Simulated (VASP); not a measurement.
# BaBi6O10 in VASP: a series of runs

Runs on BaBi6O10. Level: PBE. Tasks: single point.

All numbers are computed with VASP 6.6.1; they aren't measurements. Logs are shortened: lines on timing, memory, paths and dates and some standing lists are left out, and cuts for length are marked.

## (1) The cell of the first run

The cell holds a disordered packing, 17 atoms: a = 6.915 Å, b = 6.554 Å, c = 6.709 Å, α = 89.03°, β = 95.07°, γ = 83.79°.

## (2) Single point, PBE

INCAR

```
PREC     = Accurate       # precision mode
ENCUT    = 520            # plane-wave cutoff, eV
EDIFF    = 1E-6           # SCF threshold, eV
ISMEAR   = -1             # smearing method
SIGMA    = 0.293          # smearing width, eV
LREAL    = Auto         
LASPH    = True           # aspherical terms in the spheres
NELM     = 80             # most SCF steps
ALGO     = Normal         # electronic algorithm
ISIF     = 2              # what is computed and relaxed
LWAVE    = False          # write WAVECAR
LCHARG   = False          # write CHGCAR
GGA      = PE             # functional
ISYM     = 0            
NBANDS   = 94             # bands
```

KPOINTS

```
regular mesh
0
Gamma
  1 1 1
```

POSCAR

```
BaBi6O10
1.0
    6.8988500000      0.3663110000     -0.3031620000
    0.3663110000      6.5432810000      0.0645600000
   -0.3031620000      0.0645600000      6.7022220000
Bi O Ba
6 10 1
Direct
    0.3825996330      0.9542763844      0.0501395786
    0.5774260274     -0.0075539697      0.4969832861
    0.6348676743      0.5228749494      0.8635109292
    0.9741080932      0.1175315564      0.1854939631
    0.3788728827      0.6000913389      0.3382193195
    0.8812415016      0.6216151312      0.2837835666
    0.1430069118      0.4477864664      0.0105532415
    0.7182786869      0.3817645490      0.3379166020
    0.2756532489      0.9195901914      0.4300519809
    0.1613738731      0.3841716917      0.5246846944
    0.3364134300      0.8367674464      0.7850453270
    0.7220764220     -0.0260855521      0.8001481024
    0.1179381485      0.7633361929      0.1577408776
    0.6336772844      0.2433824571      0.6851492089
    0.7226123707      0.5677899936      0.6101558691
    0.6644459995      0.8628898534      0.1420901321
   -0.0034210264      0.1648383473      0.7531681152
```

Potentials or basis: VASP PAW PBE potentials, release 64 (Bi_d, O, Ba_sv).

Launch:

```
$ cat potpaw_PBE.64/Bi_d/POTCAR potpaw_PBE.64/O/POTCAR potpaw_PBE.64/Ba_sv/POTCAR > POTCAR
$ mpirun -np 1 vasp_gam > vasp.out
```

OUTCAR:

```text
PREC = Accurate
   ENCUT = 520
   EDIFF = 1E-6
   ISMEAR = -1
   LREAL = Auto
   LASPH = True
   NELM = 80
   ISIF = 2
   GGA = PE
   ISYM = 0

 ion  position               nearest neighbor table
   1  0.383  0.954  0.050-  11 1.96  16 2.02  13 2.48   9 2.73   5 3.00   4 3.13   2 3.20  17 3.34
                             3 3.47
   2  0.577  0.992  0.497-  14 2.14  12 2.18   9 2.20  16 2.64  11 2.90  15 2.92   5 3.20   1 3.20
                             6 3.45  17 3.54   4 3.74   3 3.87
   3  0.635  0.523  0.864-  15 1.88  14 2.21  11 2.76  16 2.95   6 3.27  17 3.38   1 3.47   5 3.79
                             5 3.80   4 3.85   2 3.87
   4  0.974  0.118  0.185-  13 2.44   8 2.63   9 2.73   7 2.85  16 2.85  17 2.93   1 3.13   6 3.38
                             6 3.44   2 3.74  17 3.82   3 3.85
   5  0.379  0.600  0.338-  13 2.24   9 2.25  10 2.56   8 2.61  15 2.85   7 2.88   1 3.00   2 3.20
                             6 3.42   6 3.54   3 3.79   3 3.80
   6  0.881  0.622  0.284-   8 2.08  13 2.19  16 2.20  15 2.57  10 2.74   7 2.85   3 3.27   4 3.38
                             5 3.42   4 3.44   2 3.45   5 3.54  17 4.27
   7  0.143  0.448  0.011-  17 2.77   4 2.85   6 2.85   5 2.88
   8  0.718  0.382  0.338-   6 2.08   5 2.61   4 2.63
   9  0.276  0.920  0.430-   2 2.20   5 2.25   1 2.73   4 2.73  17 3.35
  10  0.161  0.384  0.525-  17 2.51   5 2.56   6 2.74
  11  0.336  0.837  0.785-   1 1.96   3 2.76   2 2.90  17 3.00
  12  0.722  0.974  0.800-  14 1.93   2 2.18  17 2.42
  13  0.118  0.763  0.158-   6 2.19   5 2.24   4 2.44   1 2.48
  14  0.634  0.243  0.685-  12 1.93   2 2.14   3 2.21  17 2.51
  15  0.723  0.568  0.610-   3 1.88   6 2.57   5 2.85   2 2.92  17 3.16
  16  0.664  0.863  0.142-   1 2.02   6 2.20   2 2.64   4 2.85   3 2.95
  17  0.997  0.165  0.753-  12 2.42  14 2.51  10 2.51   7 2.77   4 2.93  11 3.00  15 3.16   1 3.34
                             9 3.35   3 3.38   2 3.54   4 3.82   6 4.27

IMPORTANT INFORMATION: All symmetrisations will be switched off!
NOSYMM: (Re-)initialisation of all symmetry stuff for point group C_1.

----------------------------------------------------------------------------------------

                                     Primitive cell

  volume of cell :     301.0020

  direct lattice vectors                    reciprocal lattice vectors
     6.898850000  0.366311000 -0.303162000     0.145681285 -0.008221440  0.006668804
     0.366311000  6.543281000  0.064560000    -0.008221440  0.153307026 -0.001848630
    -0.303162000  0.064560000  6.702222000     0.006668804 -0.001848630  0.149523707

  length of vectors
     6.915216719  6.553844520  6.709385585     0.146065402  0.153538444  0.149683764

  position of ions in fractional coordinates (direct lattice)
     0.382599633  0.954276384  0.050139579
     0.577426027  0.992446030  0.496983286
     0.634867674  0.522874949  0.863510929
     0.974108093  0.117531556  0.185493963
     0.378872883  0.600091339  0.338219319
     0.881241502  0.621615131  0.283783567
[... 9 lines left out ...]
     0.664446000  0.862889853  0.142090132
     0.996578974  0.164838347  0.753168115

  ion indices of the primitive-cell ions
   primitive index   ion index
                 1           1
                 2           2
                 3           3
                 4           4
                 5           5
                 6           6
[... 9 lines left out ...]
                16          16
                17          17

----------------------------------------------------------------------------------------

 KPOINTS: regular mesh

Automatic generation of k-mesh.
 Grid dimensions read from file:
 generate k-points for:    1    1    1

 Generating k-lattice:

  Cartesian coordinates                     Fractional coordinates (reciprocal lattice)
     0.145681285 -0.008221440  0.006668804     1.000000000 -0.000000000  0.000000000
    -0.008221440  0.153307026 -0.001848630    -0.000000000  1.000000000  0.000000000
     0.006668804 -0.001848630  0.149523707     0.000000000  0.000000000  1.000000000

  Length of vectors
     0.146065402  0.153538444  0.149683764

  Shift w.r.t. Gamma in fractional coordinates (k-lattice)
     0.000000000  0.000000000  0.000000000

 Subroutine IBZKPT returns following result:
 ===========================================

 Found      1 irreducible k-points:

 Following reciprocal coordinates:
            Coordinates               Weight
  0.000000  0.000000  0.000000      1.000000
   k-points           NKPTS =      1   k-points in BZ     NKDIM =      1   number of bands    NBANDS=     94
   number of dos      NEDOS =    301   number of ions     NIONS =     17
   total plane-waves  NPLWV = 135000
   dimension x,y,z NGX =    54 NGY =   50 NGZ =   50
   dimension x,y,z NGXF=   108 NGYF=  100 NGZF=  100
   ions per type =               6  10   1
   NGX,Y,Z   is equivalent  to a cutoff of  12.98, 12.68, 12.39 a.u.
   NGXF,Y,Z  is equivalent  to a cutoff of  25.96, 25.37, 24.78 a.u.
 SYSTEM =  unknown system
   PREC   = accura    normal or accurate (medium, high low for compatibility)
   ISTART =      0    job   : 0-new  1-cont  2-samecut
   ICHARG =      2    charge: 1-file 2-atom 10-const
   ISPIN  =      1    spin polarized calculation?
   LNONCOLLINEAR =      F non collinear calculations
   LSORBIT =      F    spin-orbit coupling
   LASPH  =      T    aspherical Exc in radial PAW
   ENCUT  =  520.0 eV  38.22 Ry    6.18 a.u.  12.86 12.19 12.48*2*pi/ulx,y,z
   NELM   =     80;   NELMIN=  2; NELMDL= -5     # of ELM steps
   EDIFF  = 0.1E-05   stopping-criterion for ELM
   LREAL  =      T    real-space projection
   EDIFFG = 0.1E-04   stopping-criterion for IOM
   NSW    =      0    number of steps for IOM
   IBRION =     -1    ionic relax: 0-MD 1-quasi-New 2-CG
   NFREE  =      0    steps in history (QN), initial steepest desc. (CG)
   ISIF   =      2    stress and relaxation
   ISYM   =      0    0-nonsym 1-usesym 2-fastsym
   POTIM  = 0.5000    time-step for ionic-motion
   TEBEG  =    0.0;   TEEND  =   0.0 temperature during run
   PSTRESS=    0.0 pullay stress
   NELECT =     160.0000    total number of electrons
   NUPDOWN=      -1.0000    fix difference up-down
   EMIN   =  10.00;   EMAX   =-10.00  energy-range for DOS
   EFERMI =   0.00;   METHOD = LEGACY
   ISMEAR =    -1;   SIGMA  =   0.29  broadening in eV -4-tet -1-fermi 0-gaus
   EFERMI_NEDOS =   21; number of points for ismear=-14 and -15
   IALGO  =     38    algorithm
   IMIX   =      4    mixing-type and parameters
     AMIX     =   0.40;   BMIX     =  1.00
     AMIX_MAG =   1.60;   BMIX_MAG =  1.00
  volume/ion in A,a.u.               =      17.71       119.49
  Fermi-wavevector in a.u.,A,eV,Ry     =   1.326147  2.506055 23.928107  1.758666
  Thomas-Fermi vector in A             =   2.455555
   LORBIT       =      0    0 simple, 1 ext, 2 COOP (PROOUT), +10 PAW based schemes
   GGA     = PE    functional components
   LHFCALC =     F    Hartree Fock is set to
   AEXX    =    0.0000 exact exchange contribution
   IVDW    =     0    specifies the selected vdW correction
   LEPSILON=     F    determine dielectric tensor
   LRPA    =     F    only Hartree local field effects (RPA)
 non-spin polarized calculation
  energy-cutoff  :      520.00
  volume of cell :      301.00
 maximum number of plane-waves:      4055
 NGX is ok and might be reduce to    50
   NGX = 25   NGY = 25   NGZ = 25

 number of electron     159.9999985 magnetization

 Free energy of the ion-electron system (eV)
  ---------------------------------------------------
  ext. energy  EPLUGINS =         0.00000000
  ---------------------------------------------------
  free energy    TOTEN  =       -80.57373232 eV

  energy without entropy =      -78.81321589  energy(sigma->0) =      -79.69347410

 E-fermi :   5.6829     XC(G=0): -10.1299

 val. band max:        5.5744073806   @ k =   0.0000   0.0000   0.0000
 cond. band min:       5.8741502395   @ k =   0.0000   0.0000   0.0000
 fundamental gap:      0.2997428588
 Fermi energy:         5.6828544257

 k-point     1 :       0.0000    0.0000    0.0000
  band No.  band energies     occupation
      1     -21.0257      2.00000
      2     -18.2460      2.00000
      3     -18.1497      2.00000
      4     -18.0996      2.00000
      5     -18.0672      2.00000
      6     -18.0219      2.00000
[... 84 lines left out ...]
     91       9.0032      0.00002
     92       9.6931      0.00000
 [bands above 92 left out]

------------------------ aborting loop because EDIFF is reached ----------------------------------------

  FORCE on cell =-STRESS in cart. coord.  units (eV):
  Direction    XX          YY          ZZ          XY          YZ          ZX
  --------------------------------------------------------------------------------------
  -------------------------------------------------------------------------------------
  Total       15.8522952     15.6805291     41.9037979      2.7960792      2.2034727     -1.8695248
  in kB       84.3788098     83.4645309    223.0460980     14.8830076     11.7286743     -9.9511315
  external PRESSURE =     130.2964796 kB  Pullay stress =       0.0000000 kB

 VOLUME and BASIS-vectors are now :
 -----------------------------------------------------------------------------
  energy-cutoff  :      520.00
  volume of cell :      301.00
      direct lattice vectors                 reciprocal lattice vectors
     6.898850000  0.366311000 -0.303162000     0.145681285 -0.008221440  0.006668804
     0.366311000  6.543281000  0.064560000    -0.008221440  0.153307026 -0.001848630
    -0.303162000  0.064560000  6.702222000     0.006668804 -0.001848630  0.149523707

 POSITION                                       TOTAL-FORCE (eV/Angst)
 -----------------------------------------------------------------------------------
      2.97386      6.38749      0.28167        -1.772701      2.338133     -0.541353
      4.19645      6.73746      3.21991        -0.419924      0.235768      1.708118
      4.30961      3.70963      5.62873        -3.196977      0.307215      2.705871
      6.70704      1.13784      0.95550        -0.149977     -0.077794      3.552115
      2.73107      4.08719      2.19070        -2.372372     -2.938957      1.377065
      6.22123      4.40853      1.67495         2.384973     -0.713770      1.947712
[... 9 lines left out ...]
      4.85692      5.89870      0.80659         1.886755     -0.563937      0.761614
      6.70730      1.49227      4.75642         3.287234      1.316101     -3.276183
 -----------------------------------------------------------------------------------
    total drift:                                0.027628      0.007366      0.008465

  FREE ENERGIE OF THE ION-ELECTRON SYSTEM (eV)
  ---------------------------------------------------
  free  energy   TOTEN  =       -80.5737323213 eV

  energy  without entropy=      -78.8132158884  energy(sigma->0) =      -79.69347410
```

Run time: 76 s. Hardware: 1 thread of Intel Xeon Platinum 8488C (Sapphire Rapids), shared host; peak memory 0.34 GiB.

What came out:

| Quantity | Value |
| --- | --- |
| Free energy | -80.5737 eV |
| Pressure | 13.0 GPa |
| Largest force | 4.824 eV/Å |

Forces in eV/Å, atoms in the order of the input:
```
Bi  -1.773  2.338 -0.541
Bi  -0.420  0.236  1.708
Bi  -3.197  0.307  2.706
Bi  -0.150 -0.078  3.552
Bi  -2.372 -2.939  1.377
Bi   2.385 -0.714  1.948
O   -1.087 -1.537  1.020
O   -0.264 -2.434 -1.848
O    0.464  0.775  0.671
O    0.194  0.753 -2.279
O    0.392 -0.971 -1.390
O   -0.443 -2.049  0.105
O    0.897  1.558 -2.186
O   -0.992  1.681  0.691
O    1.193  2.320 -3.018
O    1.887 -0.564  0.762
Ba   3.287  1.316 -3.276
```

Stress tensor (GPa, compression positive):
```
 8.44  1.49 -1.00
 1.49  8.35  1.17
-1.00  1.17 22.30
```

Levels at points of the mesh, in eV from the Fermi level:
| k point | band 77 | band 78 | band 79 | band 80 | band 81 | band 82 | band 83 | band 84 |
| --- | --- | --- | --- | --- | --- | --- | --- | --- |
| (0.00, 0.00, 0.00) | -0.99 | -0.90 | -0.65 | -0.11 | 0.19 | 0.50 | 0.73 | 1.11 |

Caveat: the k points lie up to 0.96 Å⁻¹ apart; the atoms stand as in a frame of molecular dynamics; spin-orbit coupling is left out, which moves the levels of the heavy elements.

[end of part 1 of 2]
